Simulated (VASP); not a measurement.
**Re: single point with PBE**

The system is Re.

```
Re
1.0
     0.00000    2.22160    1.47159
     2.22160    0.00000    1.47159
     2.22160    2.22160    0.00000
Re
1
Direct
  0.00000 0.00000 0.00000
```

```json
{
 "Program": "VASP 6.6.1",
 "Task": "single point",
 "Functional": "PBE",
 "Potentials or basis": "VASP PAW PBE potentials, release 64 (Re_sv_GW)",
 "Cutoff": "560 eV",
 "k mesh": "10 × 10 × 10",
 "Occupations": "gaussian, width 0.15 eV",
 "Spin": "no spin polarisation"
}
```

The pressure is 13.4 GPa and the band gap on the k mesh is zero (an odd number of electrons rules out a gap without spin polarisation).

Stress tensor (GPa, compression positive):
```
12.92  0.00  0.00
 0.00 12.92  0.00
 0.00  0.00 14.48
```

Levels at points of the mesh, in eV from the Fermi level:
| k point | band 5 | band 6 | band 7 | band 8 | band 9 | band 10 | band 11 | band 12 |
| --- | --- | --- | --- | --- | --- | --- | --- | --- |
| (0.00, 0.00, 0.00) | -10.78 | -3.24 | -2.30 | -2.30 | 0.28 | 1.41 | 14.34 | 14.34 |
| (0.50, 0.00, 0.00) | -7.55 | -5.25 | 0.30 | 0.82 | 2.31 | 4.74 | 10.61 | 11.45 |
| (0.50, 0.50, 0.00) | -7.30 | -7.07 | 3.71 | 3.71 | 3.94 | 7.44 | 7.44 | 9.33 |
| (0.50, 0.00, 0.50) | -7.54 | -4.32 | -0.28 | 0.02 | 1.30 | 4.63 | 10.00 | 11.81 |

It took 57 s on 1 thread of AMD EPYC 7571, on a shared host, peak memory 0.13 GiB.

Caveat: the cell stands under pressure; spin-orbit coupling is left out, which moves the levels of the heavy elements.
